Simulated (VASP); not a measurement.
# Ga (P6/mmm) in VASP: notebook

The runs below take Ga through single point, with PBEsol.

Everything below comes from runs of VASP 6.6.1. Logs are shortened: lines on timing, memory, paths and dates and some standing lists are left out, and cuts for length are marked.

## Step 1: The cell of the first run

Symmetry: P6/mmm, No. 191, hexagonal system. Conventional cell: a = 3.713 Å, b = 3.713 Å, c = 2.221 Å, α = 90.00°, β = 90.00°, γ = 120.00°. Ga (site symmetry 6/mmm) has 14 Ga at 2.22 to 2.41 Å within 2.9 Å. Within 2.8 Å of Ga (site symmetry -6m2) lie 11 Ga at 2.14 to 2.41 Å.

This isn't the form of Ga at room conditions, which is orthorhombic.

## Step 2: Single point, PBEsol

INCAR reads:

```
SYSTEM = Ga
  ALGO = Normal
  EDIFF = 1E-6
  ENCUT = 520
  GGA = PS
  ISIF = 2
  ISMEAR = -1
  LASPH = .True.
  LCHARG = .False.
  LREAL = .False.
  LWAVE = .False.
  NBANDS = 26
  NELM = 60
  PREC = Accurate
  SIGMA = 0.05
```

KPOINTS reads:

```
k-points
0
Gamma
  10 10 13
  0 0 0
```

POSCAR reads:

```
Ga
1.0
    3.7132337316      0.0000000000      0.0000000000
   -1.8566168658      3.2157547417      0.0000000000
    0.0000000000      0.0000000000      2.2206481996
Ga
3
Direct
    0.0000000000      0.0000000000      0.0000000000
    0.3333333333      0.6666666667      0.5000000000
    0.6666666667      0.3333333333      0.5000000000
```

Potentials or basis: VASP PAW PBE potentials, release 64 (Ga_d).

Started as:

```bash
$ cat potpaw_PBE.64/Ga_d/POTCAR > POTCAR
$ mpirun -np 1 vasp_std > vasp.out
```

OUTCAR:

```text
SYSTEM = Ga
   EDIFF = 1E-6
   ENCUT = 520
   GGA = PS
   ISIF = 2
   ISMEAR = -1
   LASPH = .True.
   LREAL = .False.
   NELM = 60
   PREC = Accurate

 ion  position               nearest neighbor table
   1  0.000  0.000  0.000-   2 2.41   3 2.41   2 2.41   3 2.41   2 2.41   2 2.41   3 2.41   3 2.41
                             3 2.41   3 2.41   2 2.41   2 2.41
   2  0.333  0.667  0.500-   3 2.14   3 2.14   3 2.14   1 2.41   1 2.41   1 2.41   1 2.41   1 2.41
                             1 2.41
   3  0.667  0.333  0.500-   2 2.14   2 2.14   2 2.14   1 2.41   1 2.41   1 2.41   1 2.41   1 2.41
                             1 2.41

  LATTYP: Found a hexagonal cell.
 ALAT       =     3.7132337316
 C/A-ratio  =     0.5980362024

  Lattice vectors:

 A1 = (   3.7132337316,   0.0000000000,   0.0000000000)
 A2 = (  -1.8566168658,   3.2157547417,   0.0000000000)
 A3 = (   0.0000000000,   0.0000000000,   2.2206481996)

Analysis of symmetry for initial positions (statically):
=====================================================================
 Subroutine PRICEL returns:
 Original cell was already a primitive cell.

 Routine SETGRP: Setting up the symmetry group for a
 hexagonal supercell.

 Subroutine GETGRP returns: Found 24 space group operations
 (whereof 24 operations were pure point group operations)
 out of a pool of 24 trial point group operations.

The static configuration has the point symmetry D_6h.

Analysis of symmetry for dynamics (positions and initial velocities):
=====================================================================
 Subroutine PRICEL returns:
 Original cell was already a primitive cell.

 Routine SETGRP: Setting up the symmetry group for a
 hexagonal supercell.

 Subroutine GETGRP returns: Found 24 space group operations
 (whereof 24 operations were pure point group operations)
 out of a pool of 24 trial point group operations.

The dynamic configuration has the point symmetry D_6h.

 Subroutine INISYM returns: Found 24 space group operations
 (whereof 24 operations are pure point group operations),
 and found     1 'primitive' translations

----------------------------------------------------------------------------------------

                                     Primitive cell

  volume of cell :      26.5164

  direct lattice vectors                    reciprocal lattice vectors
     3.713233732  0.000000000  0.000000000     0.269307044  0.155484494  0.000000000
    -1.856616866  3.215754742  0.000000000     0.000000000  0.310968989  0.000000000
     0.000000000  0.000000000  2.220648200     0.000000000  0.000000000  0.450318966

  length of vectors
     3.713233732  3.713233732  2.220648200     0.310968989  0.310968989  0.450318966

  position of ions in fractional coordinates (direct lattice)
     0.000000000  0.000000000  0.000000000
     0.333333333  0.666666667  0.500000000
     0.666666667  0.333333333  0.500000000

  ion indices of the primitive-cell ions
   primitive index   ion index
                 1           1
                 2           2
                 3           3

----------------------------------------------------------------------------------------

 KPOINTS: k-points

Automatic generation of k-mesh.
 Grid dimensions read from file:
 generate k-points for:   10   10   13

 Generating k-lattice:

  Cartesian coordinates                     Fractional coordinates (reciprocal lattice)
     0.026930704  0.015548449  0.000000000     0.100000000 -0.000000000  0.000000000
     0.000000000  0.031096899  0.000000000     0.000000000  0.100000000  0.000000000
     0.000000000  0.000000000  0.034639920     0.000000000  0.000000000  0.076923077

  Length of vectors
     0.031096899  0.031096899  0.034639920

  Shift w.r.t. Gamma in fractional coordinates (k-lattice)
     0.000000000  0.000000000  0.000000000

 Subroutine IBZKPT returns following result:
 ===========================================

 Found     98 irreducible k-points:

 Following reciprocal coordinates:
            Coordinates               Weight
  0.000000  0.000000  0.000000      1.000000
  0.100000 -0.000000  0.000000      6.000000
  0.200000 -0.000000  0.000000      6.000000
  0.300000  0.000000  0.000000      6.000000
  0.400000 -0.000000  0.000000      6.000000
  0.500000  0.000000  0.000000      3.000000
[... 16 lines left out ...]
  0.300000  0.100000  0.076923     24.000000
  0.400000  0.100000  0.076923     24.000000
 [... further k-points ...]
   k-points           NKPTS =     98   k-points in BZ     NKDIM =     98   number of bands    NBANDS=     26
   number of dos      NEDOS =    301   number of ions     NIONS =      3
   total plane-waves  NPLWV =  14112
   dimension x,y,z NGX =    28 NGY =   28 NGZ =   18
   dimension x,y,z NGXF=    56 NGYF=   56 NGZF=   36
   ions per type =               3
   NGX,Y,Z   is equivalent  to a cutoff of  12.54, 12.54, 13.48 a.u.
   NGXF,Y,Z  is equivalent  to a cutoff of  25.07, 25.07, 26.95 a.u.
 SYSTEM =  Ga
   PREC   = accura    normal or accurate (medium, high low for compatibility)
   ISTART =      0    job   : 0-new  1-cont  2-samecut
   ICHARG =      2    charge: 1-file 2-atom 10-const
   ISPIN  =      1    spin polarized calculation?
   LNONCOLLINEAR =      F non collinear calculations
   LSORBIT =      F    spin-orbit coupling
   LASPH  =      T    aspherical Exc in radial PAW
   ENCUT  =  520.0 eV  38.22 Ry    6.18 a.u.   6.90  6.90  4.13*2*pi/ulx,y,z
   NELM   =     60;   NELMIN=  2; NELMDL= -5     # of ELM steps
   EDIFF  = 0.1E-05   stopping-criterion for ELM
   LREAL  =      F    real-space projection
   EDIFFG = 0.1E-04   stopping-criterion for IOM
   NSW    =      0    number of steps for IOM
   IBRION =     -1    ionic relax: 0-MD 1-quasi-New 2-CG
   NFREE  =      0    steps in history (QN), initial steepest desc. (CG)
   ISIF   =      2    stress and relaxation
   ISYM   =      2    0-nonsym 1-usesym 2-fastsym
   POTIM  = 0.5000    time-step for ionic-motion
   TEBEG  =    0.0;   TEEND  =   0.0 temperature during run
   PSTRESS=    0.0 pullay stress
   NELECT =      39.0000    total number of electrons
   NUPDOWN=      -1.0000    fix difference up-down
   EMIN   =  10.00;   EMAX   =-10.00  energy-range for DOS
   EFERMI =   0.00;   METHOD = LEGACY
   ISMEAR =    -1;   SIGMA  =   0.05  broadening in eV -4-tet -1-fermi 0-gaus
   EFERMI_NEDOS =   21; number of points for ismear=-14 and -15
   IALGO  =     38    algorithm
   IMIX   =      4    mixing-type and parameters
     AMIX     =   0.40;   BMIX     =  1.00
     AMIX_MAG =   1.60;   BMIX_MAG =  1.00
  volume/ion in A,a.u.               =       8.84        59.65
  Fermi-wavevector in a.u.,A,eV,Ry     =   1.861764  3.518224 47.160058  3.466167
  Thomas-Fermi vector in A             =   2.909486
   LORBIT       =      0    0 simple, 1 ext, 2 COOP (PROOUT), +10 PAW based schemes
   GGA     = PS    functional components
   LHFCALC =     F    Hartree Fock is set to
   AEXX    =    0.0000 exact exchange contribution
   IVDW    =     0    specifies the selected vdW correction
   LEPSILON=     F    determine dielectric tensor
   LRPA    =     F    only Hartree local field effects (RPA)
 non-spin polarized calculation
  energy-cutoff  :      520.00
  volume of cell :       26.52
 maximum number of plane-waves:       726
 NGX is ok and might be reduce to    28
   NGX = 13   NGY = 13   NGZ =  9

 number of electron      38.9999989 magnetization

 Free energy of the ion-electron system (eV)
  ---------------------------------------------------
  ext. energy  EPLUGINS =         0.00000000
  ---------------------------------------------------
  free energy    TOTEN  =         0.20834434 eV

  energy without entropy =        0.21552863  energy(sigma->0) =        0.21193648

 E-fermi :  16.0721     XC(G=0): -15.6280

 val. band max:       16.0563739329   @ k =   0.2000  -0.0000   0.0000
 cond. band min:      16.1047776595   @ k =   0.1000   0.1000   0.3077
 fundamental gap:      0.0484037267
 Fermi energy:        16.0720707006

 k-point     1 :       0.0000    0.0000    0.0000
  band No.  band energies     occupation
      1      -3.5201      2.00000
      2      -2.4213      2.00000
      3      -1.5355      2.00000
      4      -1.4910      2.00000
      5      -1.3823      2.00000
      6      -1.3823      2.00000
[... 18 lines left out ...]
     25      37.8643      0.00000
     26      38.9455      0.00000

 k-point     2 :       0.1000   -0.0000    0.0000
  band No.  band energies     occupation
      1      -3.3700      2.00000
      2      -2.3959      2.00000
      3      -1.6221      2.00000
      4      -1.5637      2.00000
      5      -1.5352      2.00000
      6      -1.4774      2.00000
[... 18 lines left out ...]
     25      36.1551      0.00000
     26      37.1053      0.00000

 k-point     3 :       0.2000   -0.0000    0.0000
  band No.  band energies     occupation
      1      -2.9428      2.00000
      2      -2.3228      2.00000
      3      -1.8969      2.00000
      4      -1.6705      2.00000
      5      -1.6285      2.00000
      6      -1.5103      2.00000
[... 18 lines left out ...]
     25      32.8935      0.00000
     26      34.0008      0.00000

 k-point     4 :       0.3000    0.0000    0.0000
  band No.  band energies     occupation
      1      -2.4165      2.00000
      2      -2.1829      2.00000
      3      -2.0910      2.00000
      4      -1.7426      2.00000
      5      -1.7048      2.00000
      6      -1.5181      2.00000
[... 18 lines left out ...]
     25      30.3766      0.00000
     26      32.9647      0.00000

 k-point     5 :       0.4000   -0.0000    0.0000
  band No.  band energies     occupation
      1      -2.3998      2.00000
      2      -2.0599      2.00000
      3      -1.8761      2.00000
      4      -1.7963      2.00000
      5      -1.7682      2.00000
      6      -1.3372      2.00000
[... 18 lines left out ...]
     25      29.1368      0.00000
     26      32.6770      0.00000

 k-point     6 :       0.5000    0.0000    0.0000
  band No.  band energies     occupation
      1      -2.4471      2.00000
      2      -1.9608      2.00000
      3      -1.8862      2.00000
      4      -1.8292      2.00000
      5      -1.7722      2.00000
      6      -1.2691      2.00000
[... 427 lines left out ...]
 k-point    21 :       0.1000    0.1000    0.0769
  band No.  band energies     occupation
      1      -2.9125      2.00000
      2      -2.2532      2.00000
      3      -1.7943      2.00000
      4      -1.7135      2.00000
      5      -1.5199      2.00000
      6      -1.4333      2.00000
[... 18 lines left out ...]
     25      34.5613      0.00000
     26      34.5623      0.00000

 k-point    22 :       0.2000    0.1000    0.0769
  band No.  band energies     occupation
      1      -2.4465      2.00000
      2      -2.1383      2.00000
      3      -2.0034      2.00000
      4      -1.8082      2.00000
      5      -1.5897      2.00000
      6      -1.4699      2.00000
[... 18 lines left out ...]
     25      32.3703      0.00000
     26      33.5866      0.00000

 k-point    23 :       0.3000    0.1000    0.0769
  band No.  band energies     occupation
      1      -2.2972      2.00000
      2      -2.0453      2.00000
      3      -1.9199      2.00000
      4      -1.7554      2.00000
      5      -1.6616      2.00000
      6      -1.5144      2.00000
[... 18 lines left out ...]
     25      30.2411      0.00000
     26      30.9676      0.00000

 k-point    24 :       0.4000    0.1000    0.0769
  band No.  band energies     occupation
      1      -2.3803      2.00000
      2      -1.9281      2.00000
      3      -1.8994      2.00000
      4      -1.7733      2.00000
      5      -1.6230      2.00000
      6      -1.5211      2.00000
[... 18 lines left out ...]
     25      27.8794      0.00000
     26      28.9972      0.00000

 [... further k-points ...]

------------------------ aborting loop because EDIFF is reached ----------------------------------------

  FORCE on cell =-STRESS in cart. coord.  units (eV):
  Direction    XX          YY          ZZ          XY          YZ          ZX
  --------------------------------------------------------------------------------------
  -------------------------------------------------------------------------------------
  Total       38.5139756     38.5139756     38.5163206      0.0000000      0.0000000      0.0000000
  in kB     2327.0942127   2327.0942126   2327.2359025      0.0000000      0.0000000      0.0000000
  external PRESSURE =    2327.1414426 kB  Pullay stress =       0.0000000 kB

 VOLUME and BASIS-vectors are now :
 -----------------------------------------------------------------------------
  energy-cutoff  :      520.00
  volume of cell :       26.52
      direct lattice vectors                 reciprocal lattice vectors
     3.713233732  0.000000000  0.000000000     0.269307044  0.155484494  0.000000000
    -1.856616866  3.215754742  0.000000000     0.000000000  0.310968989  0.000000000
     0.000000000  0.000000000  2.220648200     0.000000000  0.000000000  0.450318966

 POSITION                                       TOTAL-FORCE (eV/Angst)
 -----------------------------------------------------------------------------------
      0.00000      0.00000      0.00000         0.000000      0.000000     -0.000000
     -0.00000      2.14384      1.11032         0.000000      0.000000     -0.000000
      1.85662      1.07192      1.11032        -0.000000     -0.000000      0.000000
 -----------------------------------------------------------------------------------
    total drift:                                0.000000      0.000000     -0.000000

  FREE ENERGIE OF THE ION-ELECTRON SYSTEM (eV)
  ---------------------------------------------------
  free  energy   TOTEN  =         0.2083443389 eV

  energy  without entropy=        0.2155286304  energy(sigma->0) =        0.21193648
```

Run time: 99 s. Hardware: 1 thread of Intel Xeon 8259CL, shared host; peak memory 0.17 GiB.

What came out:

```yaml
Free_energy: 0.2083 eV
Pressure: 232.7 GPa
Band_gap_on_the_k_mesh: zero (an odd number of electrons rules out a gap without spin polarisation)
```

Caveat: the cell stands under pressure; the PAW data sets were made with another functional, which shifts forces and pressure a little.

## Step 3: Single point, PBEsol

INCAR reads:

```
PREC     = Accurate       # precision mode
ENCUT    = 520            # plane-wave cutoff, eV
EDIFF    = 1E-6           # SCF threshold, eV
ISMEAR   = -1             # smearing method
SIGMA    = 0.05           # smearing width, eV
LREAL    = False          # projectors in reciprocal space
LASPH    = True           # aspherical terms in the spheres
NELM     = 100            # most SCF steps
ALGO     = Normal         # electronic algorithm
ISIF     = 2              # what is computed and relaxed
LWAVE    = False          # write WAVECAR
LCHARG   = False          # write CHGCAR
GGA      = PS             # functional
NBANDS   = 26             # bands
```

KPOINTS reads:

```
regular mesh
0
Gamma
  10 10 13
```

POSCAR reads:

```
Ga
1.0
    3.7135293942      0.0000000000      0.0000000000
   -1.8567646971      3.2160107931      0.0000000000
    0.0000000000      0.0000000000      2.2208057751
Ga
3
Direct
    0.0000000000      0.0000000000      0.0000000000
    0.3333333333      0.6666666667      0.5000000000
    0.6666666667      0.3333333333      0.5000000000
```

Potentials or basis: VASP PAW PBE potentials, release 64 (Ga_d).

Started as:

```bash
$ cat potpaw_PBE.64/Ga_d/POTCAR > POTCAR
$ mpirun -np 1 vasp_std > vasp.out
```

It took 1.7 min on 1 thread of Intel Xeon 8259CL, shared host; peak memory 0.17 GiB.

It converged, with:

```
Free energy            : 0.1995 eV
Pressure               : 232.4 GPa
Band gap on the k mesh : zero (an odd number of electrons rules out a gap without spin polarisation)
```

Levels at points of the mesh, in eV from the Fermi level:
```tsv
k point	band 15	band 16	band 17	band 18	band 19	band 20	band 21	band 22	band 23	band 24
(0.00, 0.00, 0.00)	-16.04	-16.04	-3.97	-3.97	-3.95	-3.95	-1.71	-1.53	10.02	16.17
(0.50, 0.00, 0.00)	-16.00	-14.97	-14.76	-9.11	-5.05	7.45	7.49	8.14	8.15	12.24
```

Caveat: the cell stands under pressure; the PAW data sets were made with another functional, which shifts forces and pressure a little.
